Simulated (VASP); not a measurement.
# Mg (Fm-3m) in VASP: a series of runs

The runs below take Mg through single point, with PBE.

Program: VASP 6.6.1. These are calculated values, not measurements. Logs are shortened: lines on timing, memory, paths and dates and some standing lists are left out, and cuts for length are marked.

### 1 The cell of the first run

The structure is cubic, space group Fm-3m (No. 225). The conventional cell has a = 3.583 Å, b = 3.583 Å, c = 3.583 Å, α = 90.00°, β = 90.00°, γ = 90.00°. Within 3.3 Å of Mg (site symmetry m-3m) lie 12 Mg at 2.53 Å.

### 2 Single point, PBE

INCAR reads:

```
SYSTEM = Mg
PREC = Accurate
ENCUT = 520
EDIFF = 1E-6
ISMEAR = -1
SIGMA = 0.1
LREAL = .False.
LASPH = .True.
NELM = 100
ALGO = Normal
ISIF = 2
LWAVE = .False.
LCHARG = .False.
GGA = PE
NBANDS = 7
```

KPOINTS reads:

```
regular mesh
0
Gamma
  18 18 18
  0 0 0
```

POSCAR reads:

```
Mg
1.0
    0.0000000000      1.7916987739      1.7916987739
    1.7916987739      0.0000000000      1.7916987739
    1.7916987739      1.7916987739      0.0000000000
Mg
1
Direct
    0.0000000000      0.0000000000      0.0000000000
```

Potentials or basis: VASP PAW PBE potentials, release 64 (Mg).

Started as:

```bash
> cat potpaw_PBE.64/Mg/POTCAR > POTCAR
> mpirun -np 1 vasp_std > vasp.out
```

OUTCAR:

```text
SYSTEM = Mg
   PREC = Accurate
   ENCUT = 520
   EDIFF = 1E-6
   ISMEAR = -1
   LREAL = .False.
   LASPH = .True.
   NELM = 100
   ISIF = 2
   GGA = PE

 ion  position               nearest neighbor table
   1  0.000  0.000  0.000-

  LATTYP: Found a face centered cubic cell.
 ALAT       =     3.5833975478

  Lattice vectors:

 A1 = (   0.0000000000,   1.7916987739,   1.7916987739)
 A2 = (   1.7916987739,   0.0000000000,   1.7916987739)
 A3 = (   1.7916987739,   1.7916987739,   0.0000000000)

Analysis of symmetry for initial positions (statically):
=====================================================================
 Subroutine PRICEL returns:
 Original cell was already a primitive cell.

 Routine SETGRP: Setting up the symmetry group for a
 face centered cubic supercell.

 Subroutine GETGRP returns: Found 48 space group operations
 (whereof 48 operations were pure point group operations)
 out of a pool of 48 trial point group operations.

The static configuration has the point symmetry O_h .

Analysis of symmetry for dynamics (positions and initial velocities):
=====================================================================
 Subroutine PRICEL returns:
 Original cell was already a primitive cell.

 Routine SETGRP: Setting up the symmetry group for a
 face centered cubic supercell.

 Subroutine GETGRP returns: Found 48 space group operations
 (whereof 48 operations were pure point group operations)
 out of a pool of 48 trial point group operations.

The dynamic configuration has the point symmetry O_h .

 Subroutine INISYM returns: Found 48 space group operations
 (whereof 48 operations are pure point group operations),
 and found     1 'primitive' translations

----------------------------------------------------------------------------------------

                                     Primitive cell

  volume of cell :      11.5034

  direct lattice vectors                    reciprocal lattice vectors
     0.000000000  1.791698774  1.791698774    -0.279064767  0.279064767  0.279064767
     1.791698774  0.000000000  1.791698774     0.279064767 -0.279064767  0.279064767
     1.791698774  1.791698774  0.000000000     0.279064767  0.279064767 -0.279064767

  length of vectors
     2.533844706  2.533844706  2.533844706     0.483354354  0.483354354  0.483354354

  position of ions in fractional coordinates (direct lattice)
[... 70 lines left out ...]
   ICHARG =      2    charge: 1-file 2-atom 10-const
   ISPIN  =      1    spin polarized calculation?
   LNONCOLLINEAR =      F non collinear calculations
   LSORBIT =      F    spin-orbit coupling
   LASPH  =      T    aspherical Exc in radial PAW
   ENCUT  =  520.0 eV  38.22 Ry    6.18 a.u.   4.71  4.71  4.71*2*pi/ulx,y,z
   NELM   =    100;   NELMIN=  2; NELMDL= -5     # of ELM steps
   EDIFF  = 0.1E-05   stopping-criterion for ELM
   LREAL  =      F    real-space projection
   EDIFFG = 0.1E-04   stopping-criterion for IOM
   NSW    =      0    number of steps for IOM
   IBRION =     -1    ionic relax: 0-MD 1-quasi-New 2-CG
   NFREE  =      0    steps in history (QN), initial steepest desc. (CG)
   ISIF   =      2    stress and relaxation
   ISYM   =      2    0-nonsym 1-usesym 2-fastsym
   POTIM  = 0.5000    time-step for ionic-motion
   TEBEG  =    0.0;   TEEND  =   0.0 temperature during run
   PSTRESS=    0.0 pullay stress
   NELECT =       2.0000    total number of electrons
   NUPDOWN=      -1.0000    fix difference up-down
   EMIN   =  10.00;   EMAX   =-10.00  energy-range for DOS
   EFERMI =   0.00;   METHOD = LEGACY
   ISMEAR =    -1;   SIGMA  =   0.10  broadening in eV -4-tet -1-fermi 0-gaus
   EFERMI_NEDOS =   21; number of points for ismear=-14 and -15
   IALGO  =     38    algorithm
   IMIX   =      4    mixing-type and parameters
     AMIX     =   0.40;   BMIX     =  1.00
     AMIX_MAG =   1.60;   BMIX_MAG =  1.00
  volume/ion in A,a.u.               =      11.50        77.63
  Fermi-wavevector in a.u.,A,eV,Ry     =   0.913713  1.726667 11.359117  0.834872
  Thomas-Fermi vector in A             =   2.038256
   LORBIT       =      0    0 simple, 1 ext, 2 COOP (PROOUT), +10 PAW based schemes
   GGA     = PE    functional components
   LHFCALC =     F    Hartree Fock is set to
   AEXX    =    0.0000 exact exchange contribution
   IVDW    =     0    specifies the selected vdW correction
   LEPSILON=     F    determine dielectric tensor
   LRPA    =     F    only Hartree local field effects (RPA)
 non-spin polarized calculation
  energy-cutoff  :      520.00
  volume of cell :       11.50
 maximum number of plane-waves:       331
   NGX =  9   NGY =  9   NGZ =  9

 number of electron       2.0000000 magnetization

 Free energy of the ion-electron system (eV)
  ---------------------------------------------------
  ext. energy  EPLUGINS =         0.00000000
  ---------------------------------------------------
  free energy    TOTEN  =         0.45224375 eV

  energy without entropy =        0.46237159  energy(sigma->0) =        0.45730767

 E-fermi :   7.5549     XC(G=0): -10.9416

 val. band max:        7.5254305373   @ k =  -0.3889   0.2222   0.0556
 cond. band min:       7.6111927371   @ k =  -0.4444   0.4444   0.0000
 fundamental gap:      0.0857621998
 Fermi energy:         7.5549373705

 k-point     1 :       0.0000    0.0000    0.0000
  band No.  band energies     occupation
      1      -2.8956      2.00000
      2      24.8630      0.00000
      3      24.8630      0.00000
      4      24.8630      0.00000
      5      28.3020      0.00000
      6      31.5277      0.00000
      7      31.5277      0.00000
[... 221 lines left out ...]
 k-point    24 :      -0.2222    0.0556    0.0000
  band No.  band energies     occupation
      1      -0.7746      2.00000
      2      15.2002      0.00000
      3      22.1919      0.00000
      4      24.9596      0.00000
      5      28.5573      0.00000
      6      28.5644      0.00000
      7      30.7426      0.00000

 [... further k-points ...]
[... 5 lines left out ...]
  --------------------------------------------------------------------------------------
  -------------------------------------------------------------------------------------
  Total        6.8740537      6.8740537      6.8740537     -0.0000000     -0.0000000      0.0000000
  in kB      957.4112338    957.4112338    957.4112338     -0.0000000     -0.0000000      0.0000000
  external PRESSURE =     957.4112338 kB  Pullay stress =       0.0000000 kB

 VOLUME and BASIS-vectors are now :
 -----------------------------------------------------------------------------
  energy-cutoff  :      520.00
  volume of cell :       11.50
      direct lattice vectors                 reciprocal lattice vectors
     0.000000000  1.791698774  1.791698774    -0.279064767  0.279064767  0.279064767
     1.791698774  0.000000000  1.791698774     0.279064767 -0.279064767  0.279064767
     1.791698774  1.791698774  0.000000000     0.279064767  0.279064767 -0.279064767

 POSITION                                       TOTAL-FORCE (eV/Angst)
 -----------------------------------------------------------------------------------
      0.00000      0.00000      0.00000         0.000000     -0.000000     -0.000000
 -----------------------------------------------------------------------------------
    total drift:                                0.000000      0.000000     -0.000000

  FREE ENERGIE OF THE ION-ELECTRON SYSTEM (eV)
  ---------------------------------------------------
  free  energy   TOTEN  =         0.4522437465 eV

  energy  without entropy=        0.4623715889  energy(sigma->0) =        0.45730767
```

stdout:

```text
POSCAR found type information on POSCAR Mg
 POSCAR found :  1 types and       1 ions
 scaLAPACK will be used
 LDA part: xc-table for (Slater+PW92), standard interpolation
 POSCAR, INCAR and KPOINTS ok, starting setup
 FFT: planning ... GRIDC
 FFT: planning ... GRID_SOFT
 FFT: planning ... GRID
 WAVECAR not read
 entering main loop
```

It took 5.5 s on 1 thread of Intel Xeon 6975P-C (Granite Rapids), shared host; peak memory 0.13 GiB.

Results:

| Property | Result |
| --- | --- |
| Free energy | 0.4522 eV |
| Pressure | 95.7 GPa |
| Band gap on the k mesh | zero (band 1 reaches 9.12 eV, above the bottom of band 2 at 6.23 eV) |

### 3 Single point, PBE

INCAR reads:

```
PREC = Accurate
ENCUT = 520
EDIFF = 1E-7
ISMEAR = -1
SIGMA = 0.1
LREAL = F
LASPH = T
NELM = 80
ALGO = Normal
ISIF = 2
LWAVE = F
LCHARG = F
GGA = PE
NBANDS = 7
```

KPOINTS reads:

```
Automatic mesh
0
Gamma
  18 18 18
```

POSCAR is that of step 2.

Potentials or basis: VASP PAW PBE potentials, release 64 (Mg).

Started as:

```bash
> cat potpaw_PBE.64/Mg/POTCAR > POTCAR
> mpirun -np 1 vasp_std > vasp.out
```

OUTCAR:

```text
PREC = Accurate
   ENCUT = 520
   EDIFF = 1E-7
   ISMEAR = -1
   LREAL = F
   LASPH = T
   NELM = 80
   ISIF = 2
   GGA = PE

 ion  position               nearest neighbor table
   1  0.000  0.000  0.000-

  LATTYP: Found a face centered cubic cell.
 ALAT       =     3.5833975478

  Lattice vectors:

 A1 = (   0.0000000000,   1.7916987739,   1.7916987739)
 A2 = (   1.7916987739,   0.0000000000,   1.7916987739)
 A3 = (   1.7916987739,   1.7916987739,   0.0000000000)

Analysis of symmetry for initial positions (statically):
=====================================================================
 Subroutine PRICEL returns:
 Original cell was already a primitive cell.

 Routine SETGRP: Setting up the symmetry group for a
 face centered cubic supercell.

 Subroutine GETGRP returns: Found 48 space group operations
 (whereof 48 operations were pure point group operations)
 out of a pool of 48 trial point group operations.

The static configuration has the point symmetry O_h .

Analysis of symmetry for dynamics (positions and initial velocities):
=====================================================================
 Subroutine PRICEL returns:
 Original cell was already a primitive cell.

 Routine SETGRP: Setting up the symmetry group for a
 face centered cubic supercell.

 Subroutine GETGRP returns: Found 48 space group operations
 (whereof 48 operations were pure point group operations)
 out of a pool of 48 trial point group operations.

The dynamic configuration has the point symmetry O_h .

 Subroutine INISYM returns: Found 48 space group operations
 (whereof 48 operations are pure point group operations),
 and found     1 'primitive' translations

----------------------------------------------------------------------------------------

                                     Primitive cell

[... 100 lines left out ...]
   NUPDOWN=      -1.0000    fix difference up-down
   EMIN   =  10.00;   EMAX   =-10.00  energy-range for DOS
   EFERMI =   0.00;   METHOD = LEGACY
   ISMEAR =    -1;   SIGMA  =   0.10  broadening in eV -4-tet -1-fermi 0-gaus
   EFERMI_NEDOS =   21; number of points for ismear=-14 and -15
   IALGO  =     38    algorithm
   IMIX   =      4    mixing-type and parameters
     AMIX     =   0.40;   BMIX     =  1.00
     AMIX_MAG =   1.60;   BMIX_MAG =  1.00
  volume/ion in A,a.u.               =      11.50        77.63
  Fermi-wavevector in a.u.,A,eV,Ry     =   0.913713  1.726667 11.359117  0.834872
  Thomas-Fermi vector in A             =   2.038256
   LORBIT       =      0    0 simple, 1 ext, 2 COOP (PROOUT), +10 PAW based schemes
   GGA     = PE    functional components
   LHFCALC =     F    Hartree Fock is set to
   AEXX    =    0.0000 exact exchange contribution
   IVDW    =     0    specifies the selected vdW correction
   LEPSILON=     F    determine dielectric tensor
   LRPA    =     F    only Hartree local field effects (RPA)
 non-spin polarized calculation
  energy-cutoff  :      520.00
  volume of cell :       11.50
 maximum number of plane-waves:       331
   NGX =  9   NGY =  9   NGZ =  9

 number of electron       2.0000000 magnetization

 Free energy of the ion-electron system (eV)
  ---------------------------------------------------
  ext. energy  EPLUGINS =         0.00000000
  ---------------------------------------------------
  free energy    TOTEN  =         0.45224375 eV

  energy without entropy =        0.46237159  energy(sigma->0) =        0.45730767

 E-fermi :   7.5549     XC(G=0): -10.9416

 val. band max:        7.5254305373   @ k =  -0.3889   0.2222   0.0556
 cond. band min:       7.6111927371   @ k =  -0.4444   0.4444   0.0000
 fundamental gap:      0.0857621998
 Fermi energy:         7.5549373703

 k-point     1 :       0.0000    0.0000    0.0000
  band No.  band energies     occupation
      1      -2.8956      2.00000
      2      24.8630      0.00000
      3      24.8630      0.00000
      4      24.8630      0.00000
      5      28.3020      0.00000
      6      31.5277      0.00000
      7      31.5277      0.00000
[... 221 lines left out ...]
 k-point    24 :      -0.2222    0.0556    0.0000
  band No.  band energies     occupation
      1      -0.7746      2.00000
      2      15.2002      0.00000
      3      22.1919      0.00000
      4      24.9596      0.00000
      5      28.5573      0.00000
      6      28.5644      0.00000
      7      30.7426      0.00000

 [... further k-points ...]
[... 5 lines left out ...]
  --------------------------------------------------------------------------------------
  -------------------------------------------------------------------------------------
  Total        6.8740525      6.8740525      6.8740525      0.0000000      0.0000000      0.0000000
  in kB      957.4110588    957.4110588    957.4110588      0.0000000      0.0000000      0.0000000
  external PRESSURE =     957.4110588 kB  Pullay stress =       0.0000000 kB

 VOLUME and BASIS-vectors are now :
 -----------------------------------------------------------------------------
  energy-cutoff  :      520.00
  volume of cell :       11.50
      direct lattice vectors                 reciprocal lattice vectors
     0.000000000  1.791698774  1.791698774    -0.279064767  0.279064767  0.279064767
     1.791698774  0.000000000  1.791698774     0.279064767 -0.279064767  0.279064767
     1.791698774  1.791698774  0.000000000     0.279064767  0.279064767 -0.279064767

 POSITION                                       TOTAL-FORCE (eV/Angst)
 -----------------------------------------------------------------------------------
      0.00000      0.00000      0.00000         0.000000      0.000000     -0.000000
 -----------------------------------------------------------------------------------
    total drift:                                0.000000      0.000000     -0.000000

  FREE ENERGIE OF THE ION-ELECTRON SYSTEM (eV)
  ---------------------------------------------------
  free  energy   TOTEN  =         0.4522437459 eV

  energy  without entropy=        0.4623715882  energy(sigma->0) =        0.45730767
```

OSZICAR:

```text
N       E                     dE             d eps       ncg     rms          rms(c)
DAV:   1     0.146108079018E+01    0.14611E+01   -0.95289E+02  3059   0.209E+02
DAV:   2     0.395920928044E+00   -0.10652E+01   -0.10353E+01  3878   0.156E+01
DAV:   3     0.393467074345E+00   -0.24539E-02   -0.24530E-02  3465   0.855E-01
DAV:   4     0.393466206576E+00   -0.86777E-06   -0.86810E-06  4067   0.132E-02
DAV:   5     0.393466205391E+00   -0.11854E-08   -0.55171E-09  3465   0.226E-04    0.830E-01
DAV:   6     0.429731566901E+00    0.36265E-01   -0.10094E-03  3612   0.190E-01    0.528E-01
DAV:   7     0.452001800824E+00    0.22270E-01   -0.27076E-03  3458   0.316E-01    0.240E-02
DAV:   8     0.452241099000E+00    0.23930E-03   -0.50825E-05  3297   0.426E-02    0.561E-03
DAV:   9     0.452243716993E+00    0.26180E-05   -0.18478E-06  3885   0.785E-03    0.115E-03
DAV:  10     0.452243745871E+00    0.28878E-07   -0.26914E-07  3353   0.317E-03
   1 F= 0.45224375E+00 E0= 0.45730767E+00  d E =-.101278E-01
```

stdout:

```text
POSCAR found type information on POSCAR Mg
 POSCAR found :  1 types and       1 ions
 scaLAPACK will be used
 LDA part: xc-table for (Slater+PW92), standard interpolation
 POSCAR, INCAR and KPOINTS ok, starting setup
 FFT: planning ... GRIDC
 FFT: planning ... GRID_SOFT
 FFT: planning ... GRID
 WAVECAR not read
 entering main loop
```

Run time: 7.9 s. Hardware: 1 thread of Intel Xeon 6975P-C (Granite Rapids), shared host; peak memory 0.13 GiB.

Results:

* Free energy: 0.4522 eV
* Pressure: 95.7 GPa
* Band gap on the k mesh: zero (band 1 reaches 9.12 eV, above the bottom of band 2 at 6.23 eV)

Levels at points of the mesh, in eV from the Fermi level:
```
           k point  band 1  band 2  band 3  band 4
(0.00, 0.00, 0.00)  -10.45   17.31   17.31   17.31
(0.50, 0.00, 0.00)   -2.89   -1.33   15.49   15.49
(0.50, 0.50, 0.00)   -0.16    0.69    7.23   11.74
```
